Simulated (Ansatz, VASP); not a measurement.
## Mg5NiS6: VASP beside Ansatz

The input INCAR:

```
PREC = Accurate ; ENCUT = 520
EDIFF = 1E-6 ; ISMEAR = 0
SIGMA = 0.1 ; LREAL = F
LASPH = T ; NELM = 150
ALGO = Normal ; ISIF = 2
LWAVE = F ; LCHARG = F
ISPIN = 2 ; MAGMOM = 0 0 0 0 0 1.48 0 0 0 0 0 0
LORBIT = 11 ; LMAXMIX = 4
GGA = PE ; NBANDS = 44
```

KPOINTS

```
regular mesh
0
Gamma
  3 3 4
```

Contents of POSCAR:

```
Mg5NiS6
1.0
    6.2862257000      0.0000000000      0.0000000000
   -3.1431129000      5.4440312000      0.0000000000
    0.0000000000      0.0000000000      6.0841209000
Mg Ni S
5 1 6
Direct
    0.3333333000      0.6666667000      0.0000000000
    0.0000000000      0.0000000000      0.0000000000
    0.6666667000      0.3333333000      0.0000000000
    0.3333333000      0.6666667000      0.5000000000
    0.6666667000      0.3333333000      0.5000000000
    0.0000000000      0.0000000000      0.5000000000
    0.3263820000      0.0000000000      0.2566470000
    0.0000000000      0.3263820000      0.2566470000
    0.6736180000      0.6736180000      0.2566470000
    0.6736180000      0.0000000000      0.7433530000
    0.3263820000      0.3263820000      0.7433530000
    0.0000000000      0.6736180000      0.7433530000
```

Input for Ansatz:

```yaml
crystal:
  lattice:
    - [6.2862257, 0.0, 0.0]
    - [-3.1431129, 5.4440312, 0.0]
    - [0.0, 0.0, 6.0841209]
  atoms:
    - { symbol: Mg, position: [0.3333333, 0.6666667, 0.0] }
    - { symbol: Mg, position: [0.0, 0.0, 0.0] }
    - { symbol: Mg, position: [0.6666667, 0.3333333, 0.0] }
    - { symbol: Mg, position: [0.3333333, 0.6666667, 0.5] }
    - { symbol: Mg, position: [0.6666667, 0.3333333, 0.5] }
    - { symbol: Ni, position: [0.0, 0.0, 0.5], spin: 1.48 }
    - { symbol: S, position: [0.326382, 0.0, 0.256647] }
    - { symbol: S, position: [0.0, 0.326382, 0.256647] }
    - { symbol: S, position: [0.673618, 0.673618, 0.256647] }
    - { symbol: S, position: [0.673618, 0.0, 0.743353] }
    - { symbol: S, position: [0.326382, 0.326382, 0.743353] }
    - { symbol: S, position: [0.0, 0.673618, 0.743353] }
basis:
  ecutwfc: 420
kpoints:
  mp_grid: { grid: [3, 3, 4] }
hamiltonian:
  xc: pbe
scf:
  occupations: { method: gaussian, width: 0.1 }
  lower_state_search: "off"
output:
  forces: true
  stress: true
  eigenvalues: true
  populations: true
magnetization:
  spin_polarized: true
```

Alike in both runs: task single point; functional PBE; k mesh 3 × 3 × 4; occupations gaussian, width 0.1 eV; collinear spin.

```csv
,VASP,Ansatz
version,VASP 6.6.1,Ansatz 0.2.0
potentials or method,"VASP PAW PBE potentials, release 64 (Mg, Ni, S), cutoff 520 eV","scalar-relativistic, plane waves, PAW"
valence electrons in the cell,56,104
```

VASP gave:

```
gap on the k mesh at the Fermi level (eV)                     : 0.65
least direct gap on the mesh (eV)                             : 0.98
pressure (GPa)                                                : -0.3
rms of the force components (eV/Å)                            : 0.005
net moment per atom (μB)                                      : 0.17
size of the moment on the site where the two differ most (μB) : 1.31
```

What did Ansatz give for the same quantities?

gap on the k mesh at the Fermi level (eV): 0.68; least direct gap on the mesh (eV): 1.01; pressure (GPa): 0.0; rms of the force components (eV/Å): 0.001; net moment per atom (μB): 0.17; size of the moment on the site where the two differ most (μB): 1.34.

Site moments also hang on the region over which each program counts them. Atom by atom the forces differ by 0.005 eV/Å (rms over components). VASP's potentials hold 56 valence electrons a cell and Ansatz's 104, so a difference there can come from the potentials and not from the codes.
